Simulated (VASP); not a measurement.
Set up this calculation in VASP 6.6.1, as the native input.

| Quantity | Value |
| --- | --- |
| Task | single point |
| Functional | PBE |
| Potentials or basis | VASP PAW PBE potentials, release 64 (Zn, S) |
| Cutoff | 520 eV |
| k mesh | 12 × 12 × 4 |
| Occupations | gaussian, width 0.01 eV |
| Spin | no spin polarisation |
| Dipole correction | no |
| Further INCAR settings | ALGO = Normal; EDIFF = 1e-06; NBANDS = 26 |

The structure of ZnS lies in POSCAR:

```
ZnS
1.0
    3.5895904811      0.0000000000      0.0000000000
   -1.7947952405      3.1086765458      0.0000000000
    0.0000000000      0.0000000000      5.8799973221
Zn S
2 2
Direct
    0.0000000000      0.0000000000      0.0000000000
    0.0000000000      0.0000000000      0.5000000000
    0.3333333333      0.6666666667      0.2500000000
    0.6666666667      0.3333333333      0.7500000000
```

One way to write it, as run:

INCAR

```
SYSTEM = ZnS
ALGO = Normal ; EDIFF = 1E-6
ENCUT = 520 ; GGA = PE
ISIF = 2 ; ISMEAR = 0
LASPH = .True. ; LCHARG = .True.
LELF = .True. ; LREAL = .False.
LVHAR = .True. ; LWAVE = .False.
NBANDS = 26 ; NELM = 60
PREC = Accurate ; SIGMA = 0.01
```

KPOINTS

```
k-points
0
Gamma
  12 12 4
  0 0 0
```

Potentials or basis: VASP PAW PBE potentials, release 64 (Zn, S).

The run is started by

```console
$ cat potpaw_PBE.64/Zn/POTCAR potpaw_PBE.64/S/POTCAR > POTCAR
$ mpirun -np 1 vasp_std > vasp.out
```

It gave:

```yaml
Pressure: 2.5 GPa
Band_gap_on_the_k_mesh: 0.37 eV, indirect (least direct gap 1.68 eV)
```

Wall time 93 s on 1 thread of Intel Xeon 8259CL (shared host), peak memory 0.23 GiB.
